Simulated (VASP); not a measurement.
Write the native input for VASP 6.6.1 that does the following.

```
Task                   : single point
Functional             : r2SCAN
Potentials or basis    : VASP PAW PBE potentials, release 64 (Nb_sv)
Cutoff                 : 520 eV
k mesh                 : 20 × 20 × 20
Occupations            : gaussian, width 0.15 eV
Spin                   : no spin polarisation
Dipole correction      : no
Further INCAR settings : ALGO = Normal; EDIFF = 1e-07; NBANDS = 12
```

Crystal: Nb.

```
Nb
1.0
     0.00000    2.11500    2.17845
     2.11500    0.00000    2.17845
     2.11500    2.11500    0.00000
Nb
1
Direct
  0.00000 0.00000 0.00000
```

This cell differs from its parent crystal: strain +0.000 along x and y, +0.030 along z.

One way to write it, as run:

POSCAR

```
Nb
1.0
    0.0000000000      2.1150000000      2.1784500000
    2.1150000000      0.0000000000      2.1784500000
    2.1150000000      2.1150000000      0.0000000000
Nb
1
Direct
    0.0000000000      0.0000000000      0.0000000000
```

INCAR.step1

```
SYSTEM = Nb
PREC = Accurate ; ENCUT = 520
ISMEAR = 0 ; SIGMA = 0.15
LREAL = .False. ; LASPH = .True.
NELM = 60 ; NBANDS = 12
GGA = PE ; ALGO = Normal
EDIFF = 1E-4 ; LWAVE = .True.
LCHARG = .False.
```

INCAR.step2

```
SYSTEM = Nb
PREC = Accurate ; ENCUT = 520
EDIFF = 1E-7 ; ISMEAR = 0
SIGMA = 0.15 ; LREAL = .False.
LASPH = .True. ; NELM = 60
ALGO = Normal ; ISIF = 2
LWAVE = .False. ; LCHARG = .True.
METAGGA = R2SCAN ; LMIXTAU = .True.
LELF = .True. ; LVHAR = .True.
NBANDS = 12 ; ISTART = 1
```

KPOINTS

```
regular mesh
0
Gamma
  20 20 20
  0 0 0
```

Potentials or basis: VASP PAW PBE potentials, release 64 (Nb_sv).

Command:

```sh
$ cat potpaw_PBE.64/Nb_sv/POTCAR > POTCAR
$ cp INCAR.step1 INCAR
$ mpirun -np 1 vasp_std > vasp.out
$ cp INCAR.step2 INCAR
$ mpirun -np 1 vasp_std > vasp.out
```

Results of the run:

```
Pressure               : -6.9 GPa
Band gap on the k mesh : zero (an odd number of electrons rules out a gap without spin polarisation)
```

Caveat: the cell differs from its parent crystal (strain +0.000 along x and y, +0.030 along z); the stress differs along the axes, from -9 to -3 GPa; the PAW data sets were made with another functional, which shifts forces and pressure a little.

Run time: 7.2 min on 1 thread of AMD EPYC 9R45 96-Core Processor (Zen 5), on a shared host, peak memory 0.23 GiB.
